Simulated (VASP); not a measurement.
# SnSe2 (P-3m1) in VASP: notebook

The runs below take SnSe2 through relaxation of cell and atoms, with PBE+D4.

All numbers are computed with VASP 6.6.1; they aren't measurements. Logs are shortened: lines on timing, memory, paths and dates and some standing lists are left out, and cuts for length are marked.

### 1 The cell of the first run

The structure is trigonal, space group P-3m1 (No. 164). The conventional cell has a = 3.837 Å, b = 3.837 Å, c = 6.024 Å, α = 90.00°, β = 90.00°, γ = 120.00°. Within 3.6 Å of Sn (site symmetry -3m) lie 6 Se at 2.73 Å. Within 3.6 Å of Se (site symmetry 3m) lie 3 Sn at 2.73 Å and 3 Se at 3.60 Å.

### 2 Relaxation of cell and atoms, PBE+D4

Contents of INCAR:

```
ALGO = Normal
EDIFF = 1E-6
EDIFFG = -0.002
ENCUT = 600
GGA = PE
IBRION = 2
ISIF = 3
ISMEAR = 0
IVDW = 13
LASPH = True
LCHARG = False
LREAL = False
LWAVE = False
NELM = 60
NSW = 100
PREC = Accurate
SIGMA = 0.02
```

Contents of KPOINTS:

```
k-points
0
Gamma
  9 9 6
```

Contents of POSCAR:

```
SnSe2
1.0
    3.8365981856      0.0000000000      0.0000000000
   -1.9182990928      3.3225914929      0.0000000000
    0.0000000000      0.0000000000      6.0244982360
Sn Se
1 2
Direct
    0.0000000000      0.0000000000      0.0000000000
    0.3333333333      0.6666666667      0.2647139289
    0.6666666667      0.3333333333      0.7352860711
```

Potentials or basis: VASP PAW PBE potentials, release 64 (Sn_d, Se).

Command:

```console
> cat potpaw_PBE.64/Sn_d/POTCAR potpaw_PBE.64/Se/POTCAR > POTCAR
> mpirun -np 1 vasp_std > vasp.out
```

OUTCAR:

```text
EDIFF = 1E-6
   EDIFFG = -0.002
   ENCUT = 600
   GGA = PE
   IBRION = 2
   ISIF = 3
   ISMEAR = 0
   IVDW = 13
   LASPH = True
   LREAL = False
   NELM = 60
   NSW = 100
   PREC = Accurate

 ion  position               nearest neighbor table
   1  0.000  0.000  0.000-   2 2.73   3 2.73   3 2.73   2 2.73   3 2.73   2 2.73
   2  0.333  0.667  0.265-   1 2.73   1 2.73   1 2.73
   3  0.667  0.333  0.735-   1 2.73   1 2.73   1 2.73

  LATTYP: Found a hexagonal cell.
 ALAT       =     3.8365981856
 C/A-ratio  =     1.5702708349

  Lattice vectors:

 A1 = (   3.8365981856,   0.0000000000,   0.0000000000)
 A2 = (  -1.9182990928,   3.3225914929,   0.0000000000)
 A3 = (   0.0000000000,   0.0000000000,   6.0244982360)

Analysis of symmetry for initial positions (statically):
=====================================================================
 Subroutine PRICEL returns:
 Original cell was already a primitive cell.

 Routine SETGRP: Setting up the symmetry group for a
 hexagonal supercell.

 Subroutine GETGRP returns: Found 12 space group operations
 (whereof 12 operations were pure point group operations)
 out of a pool of 24 trial point group operations.

The static configuration has the point symmetry D_3d.

Analysis of symmetry for dynamics (positions and initial velocities):
=====================================================================
 Subroutine PRICEL returns:
 Original cell was already a primitive cell.

 Routine SETGRP: Setting up the symmetry group for a
 hexagonal supercell.

 Subroutine GETGRP returns: Found 12 space group operations
 (whereof 12 operations were pure point group operations)
 out of a pool of 24 trial point group operations.

The dynamic configuration has the point symmetry D_3d.

 Subroutine INISYM returns: Found 12 space group operations
 (whereof 12 operations are pure point group operations),
 and found     1 'primitive' translations

----------------------------------------------------------------------------------------

                                     Primitive cell

  volume of cell :      76.7970

  direct lattice vectors                    reciprocal lattice vectors
     3.836598186  0.000000000  0.000000000     0.260647572  0.150484946  0.000000000
    -1.918299093  3.322591493  0.000000000     0.000000000  0.300969891  0.000000000
     0.000000000  0.000000000  6.024498236     0.000000000  0.000000000  0.165988927

  length of vectors
     3.836598186  3.836598186  6.024498236     0.300969891  0.300969891  0.165988927

  position of ions in fractional coordinates (direct lattice)
     0.000000000  0.000000000  0.000000000
     0.333333333  0.666666667  0.264713929
     0.666666667  0.333333333  0.735286071

  ion indices of the primitive-cell ions
   primitive index   ion index
                 1           1
                 2           2
                 3           3

----------------------------------------------------------------------------------------

 KPOINTS: k-points

Automatic generation of k-mesh.
 Grid dimensions read from file:
 generate k-points for:    9    9    6

 Generating k-lattice:

  Cartesian coordinates                     Fractional coordinates (reciprocal lattice)
     0.028960841  0.016720550  0.000000000     0.111111111  0.000000000  0.000000000
     0.000000000  0.033441099  0.000000000     0.000000000  0.111111111  0.000000000
     0.000000000  0.000000000  0.027664821     0.000000000  0.000000000  0.166666667

  Length of vectors
     0.033441099  0.033441099  0.027664821

  Shift w.r.t. Gamma in fractional coordinates (k-lattice)
     0.000000000  0.000000000  0.000000000

 Subroutine IBZKPT returns following result:
 ===========================================

 Found     62 irreducible k-points:

 Following reciprocal coordinates:
            Coordinates               Weight
  0.000000  0.000000  0.000000      1.000000
  0.111111  0.000000  0.000000      6.000000
  0.222222  0.000000  0.000000      6.000000
  0.333333  0.000000  0.000000      6.000000
  0.444444  0.000000  0.000000      6.000000
  0.111111  0.111111  0.000000      6.000000
[... 16 lines left out ...]
  0.222222  0.111111  0.166667     12.000000
 -0.111111  0.333333  0.166667     12.000000
 [... further k-points ...]
   k-points           NKPTS =     62   k-points in BZ     NKDIM =     62   number of bands    NBANDS=     17
   number of dos      NEDOS =    301   number of ions     NIONS =      3
   total plane-waves  NPLWV =  49152
   dimension x,y,z NGX =    32 NGY =   32 NGZ =   48
   dimension x,y,z NGXF=    64 NGYF=   64 NGZF=   96
   ions per type =               1   2
   NGX,Y,Z   is equivalent  to a cutoff of  13.87, 13.87, 13.25 a.u.
   NGXF,Y,Z  is equivalent  to a cutoff of  27.73, 27.73, 26.49 a.u.
 SYSTEM =  unknown system
   PREC   = accura    normal or accurate (medium, high low for compatibility)
   ISTART =      0    job   : 0-new  1-cont  2-samecut
   ICHARG =      2    charge: 1-file 2-atom 10-const
   ISPIN  =      1    spin polarized calculation?
   LNONCOLLINEAR =      F non collinear calculations
   LSORBIT =      F    spin-orbit coupling
   LASPH  =      T    aspherical Exc in radial PAW
   ENCUT  =  600.0 eV  44.10 Ry    6.64 a.u.   7.66  7.66 12.03*2*pi/ulx,y,z
   NELM   =     60;   NELMIN=  2; NELMDL= -5     # of ELM steps
   EDIFF  = 0.1E-05   stopping-criterion for ELM
   LREAL  =      F    real-space projection
   EDIFFG = -.2E-02   stopping-criterion for IOM
   NSW    =    100    number of steps for IOM
   IBRION =      2    ionic relax: 0-MD 1-quasi-New 2-CG
   NFREE  =      1    steps in history (QN), initial steepest desc. (CG)
   ISIF   =      3    stress and relaxation
   ISYM   =      2    0-nonsym 1-usesym 2-fastsym
   POTIM  = 0.5000    time-step for ionic-motion
   TEBEG  =    0.0;   TEEND  =   0.0 temperature during run
   PSTRESS=    0.0 pullay stress
   NELECT =      26.0000    total number of electrons
   NUPDOWN=      -1.0000    fix difference up-down
   EMIN   =  10.00;   EMAX   =-10.00  energy-range for DOS
   EFERMI =   0.00;   METHOD = LEGACY
   ISMEAR =     0;   SIGMA  =   0.02  broadening in eV -4-tet -1-fermi 0-gaus
   EFERMI_NEDOS =   21; number of points for ismear=-14 and -15
   IALGO  =     38    algorithm
   IMIX   =      4    mixing-type and parameters
     AMIX     =   0.40;   BMIX     =  1.00
     AMIX_MAG =   1.60;   BMIX_MAG =  1.00
  volume/ion in A,a.u.               =      25.60       172.75
  Fermi-wavevector in a.u.,A,eV,Ry     =   1.140997  2.156172 17.713078  1.301875
  Thomas-Fermi vector in A             =   2.277698
   LORBIT       =      0    0 simple, 1 ext, 2 COOP (PROOUT), +10 PAW based schemes
   GGA     = PE    functional components
   LHFCALC =     F    Hartree Fock is set to
   AEXX    =    0.0000 exact exchange contribution
   IVDW    =    13    specifies the selected vdW correction
   LEPSILON=     F    determine dielectric tensor
   LRPA    =     F    only Hartree local field effects (RPA)
 conjugate gradient relaxation of ions
 non-spin polarized calculation
 Gauss-broadening in eV      SIGMA  =   0.02
  energy-cutoff  :      600.00
  volume of cell :       76.80
 maximum number of plane-waves:      2599
 NGX is ok and might be reduce to    32
   NGX = 15   NGY = 15   NGZ = 25

--------------------------------------- Ionic step        1  -------------------------------------------

 number of electron      26.0000006 magnetization

 Free energy of the ion-electron system (eV)
  ---------------------------------------------------
  ext. energy  EPLUGINS =         0.00000000
  ---------------------------------------------------
  free energy    TOTEN  =       -11.80682893 eV

  energy without entropy =      -11.80682893  energy(sigma->0) =      -11.80682893

------------------------ aborting loop because EDIFF is reached ----------------------------------------

  DFT-D4 for vdW energy calculation

  Edisp (eV):   -1.19674

  FORCE on cell =-STRESS in cart. coord.  units (eV):
  Direction    XX          YY          ZZ          XY          YZ          ZX
  --------------------------------------------------------------------------------------
  -------------------------------------------------------------------------------------
  Total       0.03255     0.03255    -0.00204     0.00000     0.00000     0.00000
  in kB       0.67909     0.67909    -0.04253     0.00000     0.00000     0.00000
  external pressure =        0.44 kB  Pullay stress =        0.00 kB
[... 100 lines left out ...]
  FREE ENERGIE OF THE ION-ELECTRON SYSTEM (eV)
  ---------------------------------------------------
  free  energy   TOTEN  =       -13.0035934596 eV

  energy  without entropy=      -13.0035934596  energy(sigma->0) =      -13.00359346

[... ionic steps 4 to 8 ...]

--------------------------------------- Ionic step        9  -------------------------------------------

 number of electron      26.0000005 magnetization

------------------------ aborting loop because EDIFF is reached ----------------------------------------

  DFT-D4 for vdW energy calculation

  Edisp (eV):   -1.19728
[... 71 lines left out ...]
  energy  without entropy=      -13.0036697983  energy(sigma->0) =      -13.00366980

--------------------------------------- Ionic step       11  -------------------------------------------

 number of electron      26.0000005 magnetization

 Free energy of the ion-electron system (eV)
  ---------------------------------------------------
  ext. energy  EPLUGINS =         0.00000000
  ---------------------------------------------------
  free energy    TOTEN  =       -11.80537382 eV

  energy without entropy =      -11.80537382  energy(sigma->0) =      -11.80537382

 E-fermi :   4.5218     XC(G=0):  -9.5660

 val. band max:        4.4158242767   @ k =   0.1111   0.0000   0.0000
 cond. band min:       4.7861522127   @ k =   0.0000   0.4444   0.3333
 fundamental gap:      0.3703279360
 Fermi energy:         4.5218458607

 k-point     1 :       0.0000    0.0000    0.0000
  band No.  band energies     occupation
      1     -16.9693      2.00000
      2     -16.9693      2.00000
      3     -16.9355      2.00000
      4     -16.9242      2.00000
      5     -16.9242      2.00000
      6      -9.5070      2.00000
[... 9 lines left out ...]
     16       8.9112      0.00000
     17       8.9112      0.00000
[... 443 lines left out ...]
      1     -16.9940      2.00000
      2     -16.9558      2.00000
      3     -16.9365      2.00000
      4     -16.9229      2.00000
      5     -16.9118      2.00000
      6      -8.6916      2.00000
[... 9 lines left out ...]
     16       9.3559      0.00000
     17      10.5676      0.00000

 [... further k-points ...]

------------------------ aborting loop because EDIFF is reached ----------------------------------------

  DFT-D4 for vdW energy calculation

  Edisp (eV):   -1.19830

  FORCE on cell =-STRESS in cart. coord.  units (eV):
  Direction    XX          YY          ZZ          XY          YZ          ZX
  --------------------------------------------------------------------------------------
  -------------------------------------------------------------------------------------
  Total      -0.00573    -0.00573    -0.00207    -0.00000     0.00000     0.00000
  in kB      -0.11978    -0.11978    -0.04317    -0.00000     0.00000     0.00000
  external pressure =       -0.09 kB  Pullay stress =        0.00 kB
[... 18 lines left out ...]
  FREE ENERGIE OF THE ION-ELECTRON SYSTEM (eV)
  ---------------------------------------------------
  free  energy   TOTEN  =       -13.0036767182 eV

  energy  without entropy=      -13.0036767182  energy(sigma->0) =      -13.00367672

 reached required accuracy - stopping structural energy minimisation
```

It took 7.5 min on 1 thread of Intel Xeon 8259CL, shared host; peak memory 0.29 GiB.

Results:

* Free energy: -13.0037 eV
* Relaxed volume: 25.57 Å³/atom
* Relaxed cell: a = 3.840 Å, b = 3.840 Å, c = 6.006 Å, α = 90.00°, β = 90.00°, γ = 120.00°
* Space group after relaxing (to 0.1 Å): P-3m1 (No. 164)
* Energy gained by relaxing: 0.0 meV/atom
* Ionic steps: 11
* Pressure after relaxing: 0.0 GPa
* Band gap on the k mesh: 0.37 eV (least direct gap 0.81 eV)
* Dispersion energy per atom: -0.399 eV

The path:
```tsv
step	energy change (eV)	largest force (eV/Å)	pressure (GPa)	volume (Å³)
1	0.0000	0.0133	0.04	76.80
2	0.0000	0.0024	-0.05	76.87
3	0.0000	0.0037	-0.03	76.86
4	0.0000	0.0062	-0.02	76.84
5	-0.0001	0.0124	0.02	76.77
6	-0.0001	0.0082	-0.03	76.77
7	-0.0001	0.0017	-0.07	76.76
8	-0.0001	0.0021	-0.05	76.77
9	-0.0001	0.0049	-0.04	76.77
10	-0.0001	0.0028	-0.02	76.73
11	-0.0001	0.0007	-0.01	76.70
```

Final structure:
```cif
data_structure
_symmetry_space_group_name_H-M 'P 1'
_symmetry_Int_Tables_number 1
_cell_length_a 3.8402
_cell_length_b 3.8402
_cell_length_c 6.0058
_cell_angle_alpha 90.000
_cell_angle_beta 90.000
_cell_angle_gamma 120.000
_cell_volume 76.70
loop_
_atom_site_label
_atom_site_type_symbol
_atom_site_fract_x
_atom_site_fract_y
_atom_site_fract_z
_atom_site_occupancy
Sn1 Sn 0.00000 0.00000 0.00000 1
Se1 Se 0.33333 0.66667 0.26550 1
Se2 Se 0.66667 0.33333 0.73450 1
```

Levels at points of the mesh, in eV from the valence-band top:
```
           k point  band 10  band 11  band 12  band 13  band 14  band 15  band 16  band 17
(0.00, 0.00, 0.00)    -0.71    -0.54    -0.54    -0.10     0.71     2.93     4.50     4.50
(0.00, 0.00, 0.50)    -0.87    -0.87    -0.28    -0.28     2.41     2.78     4.11     4.11
```

Caveat: semilocal functionals underestimate gaps, and a narrow one can read as zero; spin-orbit coupling is left out, which moves the levels of the heavy elements. A k mesh can miss the band edges.

(Part 1 of 2 ends here.)
